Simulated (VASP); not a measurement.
Here is a VASP 6.6.1 calculation.

Contents of INCAR:

```
SYSTEM = Ag
ALGO = Fast
EDIFF = 1E-6
ENCUT = 520
GGA = PE
ISIF = 2
ISMEAR = 0
LASPH = .True.
LCHARG = .False.
LREAL = .False.
LWAVE = .False.
NBANDS = 12
NELM = 100
PREC = Accurate
SIGMA = 0.15
```

KPOINTS

```
k-points
0
Gamma
  28 28 28
  0 0 0
```

Contents of POSCAR:

```
Ag
1.0
    0.0000000000      1.8999534734      2.4699395154
    1.8999534734      0.0000000000      2.4699395154
    1.8999534734      1.8999534734      0.0000000000
Ag
1
Direct
    0.0000000000      0.0000000000      0.0000000000
```

Potentials or basis: VASP PAW PBE potentials, release 64 (Ag).

The run is started by

```sh
$ cat potpaw_PBE.64/Ag/POTCAR > POTCAR
$ mpirun -np 1 vasp_std > vasp.out
```

Q: Predict the band gap on the k mesh.

A: Zero (an odd number of electrons rules out a gap without spin polarisation).

Q: Predict the pressure.

A: 4.0 GPa.

Stress tensor (GPa, compression positive):
```
 9.64  0.00  0.00
 0.00  9.64  0.00
 0.00  0.00 -7.40
```

Caveat: the cell stands under pressure.
